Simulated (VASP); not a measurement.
Write the native input for VASP 6.6.1 that does the following.

```
Task                   : single point
Functional             : PBE
Potentials or basis    : VASP PAW PBE potentials, release 64 (Si, Ru_pv)
Cutoff                 : 500 eV
k mesh                 : 4 × 4 × 4
Occupations            : gaussian, width 0.2 eV
Spin                   : no spin polarisation
Dipole correction      : no
Further INCAR settings : ALGO = Normal; EDIFF = 1e-06; NBANDS = 23
```

The structure of Si4Ru lies in POSCAR:

```
Si4Ru
1.0
   -2.7610331732      2.7610331732      2.7610331732
    2.7610331732     -2.7610331732      2.7610331732
    2.7610331732      2.7610331732     -2.7610331732
Si Ru
4 1
Direct
    0.0000000000      0.5001803179      0.0000000000
    0.4998196821      0.4998196821      0.4998196821
    0.0000000000      0.0000000000      0.5001803179
    0.5001803179      0.0000000000      0.0000000000
    0.0000000000      0.0000000000      0.0000000000
```

The cell was built from a structure type or drawn by symmetry, and may not be a known phase.

These files were run (other wordings do the same):

INCAR

```
  PREC = Accurate
  ENCUT = 500
  EDIFF = 1E-6
  ISMEAR = 0
  SIGMA = 0.2
  LREAL = False
  LASPH = True
  NELM = 120
  ALGO = Normal
  ISIF = 2
  LWAVE = False
  LCHARG = False
  GGA = PE
  NBANDS = 23
  GGA_COMPAT = False
```

KPOINTS

```
Automatic mesh
0
Gamma
  4 4 4
```

Potentials or basis: VASP PAW PBE potentials, release 64 (Si, Ru_pv).

Launch:

```sh
$ cat potpaw_PBE.64/Si/POTCAR potpaw_PBE.64/Ru_pv/POTCAR > POTCAR
$ mpirun -np 1 vasp_std > vasp.out
```

Results of the run:

* Pressure: -0.1 GPa
* Largest force: 0.013 eV/Å
* Band gap on the k mesh: zero (bands 15 and 16 overlap by 0.08 eV)

Caveat: the k points lie up to 0.40 Å⁻¹ apart.

Run time: 9.5 s on 1 thread of AMD EPYC 9R45 96-Core Processor (Zen 5) (shared host), peak memory 0.17 GiB.
